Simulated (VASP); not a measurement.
A run of VASP 6.6.1:

INCAR

```
  ALGO = Normal
  EDIFF = 1E-6
  ENCUT = 600
  GGA = PS
  GGA_COMPAT = False
  ISIF = 2
  ISMEAR = 1
  IVDW = 12
  LASPH = True
  LCHARG = False
  LREAL = False
  LWAVE = False
  NBANDS = 13
  NELM = 120
  PREC = Accurate
  SIGMA = 0.1
```

The input KPOINTS:

```
k-points
0
Gamma
  6 6 4
```

File POSCAR:

```
O
1.0
    3.4863780000      0.0000000000      0.0000000000
   -1.7431890000      3.0192920000      0.0000000000
    0.0000000000      0.0000000000      4.1780410000
O
2
Direct
    0.6666666667      0.3333333333      0.2500000000
    0.3333333333      0.6666666667      0.7500000000
```

Potentials or basis: VASP PAW PBE potentials, release 64 (O).

Run with:

```bash
$ cat potpaw_PBE.64/O/POTCAR > POTCAR
$ mpirun -np 1 vasp_std > vasp.out
```

Hardware: 1 thread of Intel Xeon 8259CL (shared host).

Task: Estimate the wall time of this run.

Result: Wall time 23 s on 1 thread of Intel Xeon 8259CL, on a shared host, peak memory 0.17 GiB. Counts: scf iterations 11, k points 21.
